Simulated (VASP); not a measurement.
Runs of VASP 6.6.1 on Au2I3. The structure is that of space group P-3m1 (No. 164), or close to it. The cells are those of the table. 

```csv
task,cell,k mesh,cutoff (eV),gap on the mesh (eV),pressure (GPa),largest force (eV/Å)
single point,"a = 4.922, b = 4.922, c = 7.658 Å, angles 90.0, 90.0, 120.0°, 5 atoms",6 × 6 × 4,520,none,(b),(a)
single point,"a = 4.301, b = 4.301, c = 10.452 Å, angles 90.0, 90.0, 120.0°, 5 atoms",12 × 12 × 4,520,none,-0.1,0.01
relaxation of cell and atoms,"relaxed from a = 4.922, b = 4.922, c = 7.658 Å, angles 90.0, 90.0, 120.0°, 5 atoms",6 × 6 × 2,600,none,0.0,0.03
single point,"a = 4.302, b = 4.302, c = 10.363 Å, angles 90.0, 90.0, 120.0°, 5 atoms",6 × 6 × 2,520,none,0.0,0.02
```

Alike in all rows: level PBE; potentials or basis VASP PAW PBE potentials, release 64 (Au, I); no spin polarisation; smearing gaussian 0.1 eV.

Problem. Fill in the values left out.

Solution. (a) 0.86; (b) -0.3.

Caveats: some runs use coarse meshes; spin-orbit coupling is left out, which moves the levels of the heavy elements; an odd number of electrons without spin polarisation forces a metal; a magnetic or distorted state may lie lower; this functional lacks dispersion, which binds the layers, so the pressure and a relaxed spacing across them are unreliable (some runs).

A k mesh can miss the band edges, and the runs leave out spin-orbit coupling on Au, I.

A gap of «none» marks levels without a gap at the run's occupations.
